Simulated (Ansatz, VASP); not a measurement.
Sn3H: VASP beside Ansatz

```
CELL_PARAMETERS angstrom
4.62716 0.00000 0.00000
0.00000 4.62716 0.00000
0.00000 0.00000 4.62716
ATOMIC_POSITIONS crystal
Sn 0.00000 0.50000 0.50000
Sn 0.50000 0.00000 0.50000
Sn 0.50000 0.50000 0.00000
H 0.00000 0.00000 0.00000
```

Change from the starting cell: species swapped into the MnNi3 type (Pm-3m, No. 221).

Alike in both runs: task single point; functional PBE; k mesh 4 × 4 × 4; occupations gaussian, width 0.1 eV; no spin polarisation.

|  | VASP | Ansatz |
| --- | --- | --- |
| version | VASP 6.6.1 | Ansatz 0.2.0 |
| potentials or method | VASP PAW PBE potentials, release 64 (Sn_d, H), cutoff 520 eV | scalar-relativistic, plane waves, PAW |
| valence electrons in the cell | 43 | 43 |

|  | VASP | Ansatz | Ansatz less VASP |
| --- | --- | --- | --- |
| gap on the k mesh at the Fermi level (eV) | none | none | - |
| pressure (GPa) | -3.0 | -2.9 | +0.09 |

A gap of «none» marks a metal or a gap that the smearing closes. With one functional, cell and mesh, what is left measures potentials, basis and numerics.
